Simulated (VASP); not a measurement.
## CdS (Greenockite): single point with PBEsol

The system is CdS (Greenockite).

```xyz
4
Lattice="4.1500 0.0000 0.0000 -2.0750 3.5940 0.0000 0.0000 0.0000 6.7370" Properties=species:S:1:pos:R:3 pbc="T T T"
Cd    2.0126    1.2034    3.3565
Cd    0.0018    2.3858    0.0161
S     2.0597    1.1951    5.8799
S     0.0172    2.4097    2.5271
```

| Property | Result |
| --- | --- |
| Program | VASP 6.6.1 |
| Task | single point |
| Functional | PBEsol |
| Potentials or basis | VASP PAW PBE potentials, release 64 (Cd, S) |
| Cutoff | 520 eV |
| k mesh | 5 × 5 × 3 |
| Occupations | fermi-dirac, width 0.05 eV |
| Spin | no spin polarisation |
| Dipole correction | no |
| Further INCAR settings | ALGO = Normal; EDIFF = 1e-06; NBANDS = 26 |

```
Pressure               : -0.5 GPa
Largest force          : 0.398 eV/Å
Band gap on the k mesh : 1.05 eV, direct
```

Forces in eV/Å, atoms in the order of the input:
```
Cd   0.376 -0.007  0.017
Cd  -0.071  0.034 -0.205
S    0.091 -0.028  0.149
S   -0.396  0.001  0.039
```

Stress tensor (GPa, compression positive):
```
-0.75 -0.83  0.37
-0.83 -0.75  0.03
 0.37  0.03  0.03
```

Levels at points of the mesh, in eV from the valence-band top:
```csv
k point,band 16,band 17,band 18,band 19,band 20,band 21
"(0.00, 0.00, 0.00)",-0.06,-0.02,0.00,1.05,2.67,6.31
```

It took 62 s on 1 thread of Intel(R) Xeon(R) Platinum 8488C (Sapphire Rapids), with other jobs on the host, peak memory 0.26 GiB.

Caveat: the PAW data sets were made with another functional, which shifts forces and pressure a little.
